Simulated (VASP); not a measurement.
The system is SiNi.

```
Ni Si
1.0
     4.50369    0.00000    0.00000
     0.00000    4.50369    0.00000
     0.00000    0.00000    4.50369
Ni Si
4 4
Direct
  0.14950 0.14950 0.14950
  0.64950 0.35050 0.85050
  0.85050 0.64950 0.35050
  0.35050 0.85050 0.64950
  0.84683 0.84683 0.84683
  0.34683 0.65317 0.15317
  0.15317 0.34683 0.65317
  0.65317 0.15317 0.34683
```

Base run:

- Program: VASP 6.6.1
- Functional: PBEsol
- Potentials or basis: VASP PAW PBE potentials, release 64 (Ni_sv_GW, Si)
- Cutoff: 590 eV
- k mesh: 6 × 6 × 6
- Occupations: fermi-dirac, width 0.05 eV
- Spin: collinear spin, ferromagnetic start
- Starting moments: [1.0, 1.0, 1.0, 1.0, 0.0, 0.0, 0.0, 0.0] μB
- Hubbard terms: Ni d U = 2.0 eV

Its results: band gap on the k mesh zero (filled and empty bands overlap); pressure -7.4 GPa; net moment 0.00 μB per cell; largest force 0.066 eV/Å.

Q: The run is repeated on the same cell with these changes: hubbard terms from Ni d U = 2.0 eV to Ni d U = 1.0 eV. What comes out?

A: Band gap on the k mesh zero (filled and empty bands overlap); pressure -6.9 GPa; net moment 0.00 μB per cell; largest force 0.050 eV/Å.

Caveats: the cell stands under tension; the PAW data sets were made with another functional, which shifts forces and pressure a little; the U is typed as a test and isn't derived for this compound.
